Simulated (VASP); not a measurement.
Runs of VASP 6.6.1 on Si. The structure is that of space group I4/mmm (No. 139), or close to it. The cells are those of the table. 

```tsv
cell	gap on the mesh (eV)	pressure (GPa)
a = 2.560, b = 2.560, c = 2.747 Å, angles 104.4, 104.4, 117.9°, 1 atom	none	0.8
a = 2.728, b = 2.728, c = 2.578 Å, angles 104.4, 104.4, 122.1°, 1 atom	none	(a)
a = 2.634, b = 2.634, c = 2.671 Å, angles 104.3, 104.3, 119.8°, 1 atom	none	-0.2
a = 2.597, b = 2.597, c = 2.709 Å, angles 104.3, 104.3, 118.9°, 1 atom	none	0.1
a = 2.615, b = 2.615, c = 2.690 Å, angles 104.3, 104.3, 119.4°, 1 atom	none	(b)
```

Alike in all rows: task single point; level LDA; potentials or basis VASP PAW LDA potentials, release 64 (Si); no spin polarisation; k mesh 22 × 22 × 22; cutoff (eV) 520; smearing gaussian 0.15 eV.

Question: Fill in the values left out.

Answer: (a) 0.5; (b) -0.1.

A gap of «none» marks levels without a gap at the run's occupations.
